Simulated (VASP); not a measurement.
Crystal: TaN.

```
Ta N
1.0
     1.70504   -2.14251    0.00000
     1.70504    2.14251    0.00000
    -0.64736    0.00000    4.51170
Ta N
1 1
Cartesian
  -0.3237 0.0000 2.2558
  1.3814 0.0000 2.2558
```

| Quantity | Value |
| --- | --- |
| Program | VASP 6.6.1 |
| Task | relaxation of cell and atoms |
| Functional | PBE |
| Potentials or basis | VASP PAW PBE potentials, release 64 (Ta_pv, N) |
| Cutoff | 600 eV |
| k mesh | 6 × 6 × 4 |
| Occupations | gaussian, width 0.1 eV |
| Spin | no spin polarisation |

At the start: pressure 96.5 GPa; volume 16.48 Å³/atom.

**Question.** Where does the relaxation end?

**Answer.** Over 35 steps the energy falls by 2776.6 meV/atom and the volume is 14.06 Å³/atom (-14.7 %); space group P4/mmm (No. 123, to 0.05 Å).

Step by step:
```tsv
step	energy change (eV)	largest force (eV/Å)	pressure (GPa)	volume (Å³)
1	0.0000	0.0000	96.54	32.96
2	6.3940	0.0000	-35.70	81.85
3	-2.3634	0.0000	-30.73	50.57
4	-3.4138	0.0000	-28.73	46.95
5	-4.6978	0.0000	-6.59	39.92
6	-4.6975	0.0000	-8.23	40.18
7	-4.6805	0.0000	11.19	35.97
8	-4.8076	0.0000	-0.66	38.00
9	-4.9071	0.0000	-3.68	36.73
10	-5.1648	0.0000	-10.14	32.65
11	-2.9206	0.0000	27.98	23.28
12	-5.1838	0.0000	-10.43	32.23
13	-5.2128	0.0000	-10.74	31.29
14	-5.2304	0.0000	-10.61	31.00
15	-5.2735	0.0000	-10.01	30.13
16	-5.2890	0.0000	-7.45	28.39
17	-5.2965	0.0000	-8.68	29.08
18	-5.3393	0.0000	-8.02	28.93
19	-5.4471	0.0000	-5.38	28.48
20	-5.5377	0.0000	3.18	27.57
21	-5.5381	0.0000	2.54	27.63
22	-5.5405	0.0000	1.44	27.72
23	-5.5420	0.0000	-0.65	27.90
24	-5.5421	0.0000	-0.33	27.88
25	-5.5427	0.0000	-0.24	27.88
26	-5.5443	0.0000	0.05	27.89
27	-5.5468	0.0000	0.53	27.90
28	-5.5484	0.0000	1.57	27.92
29	-5.5488	0.0000	1.49	27.93
30	-5.5498	0.0000	1.25	27.97
31	-5.5514	0.0000	0.77	28.04
32	-5.5519	0.0000	-0.20	28.19
33	-5.5521	0.0000	0.13	28.14
34	-5.5525	0.0000	0.09	28.14
35	-5.5533	0.0000	-0.04	28.11
```

Final structure:
```yaml
crystal:
  lattice:
    - [2.07472, -2.09172, 0.22919]
    - [2.07472, 2.09172, 0.22919]
    - [-0.36379, 0.00000, 3.19906]
  atoms:
    - { symbol: Ta, position: [0.00000, 0.00000, 0.50000] }
    - { symbol: N, position: [0.50000, 0.50000, 0.50000] }
```

Caveat: the k points lie up to 0.49 Å⁻¹ apart in the final cell.
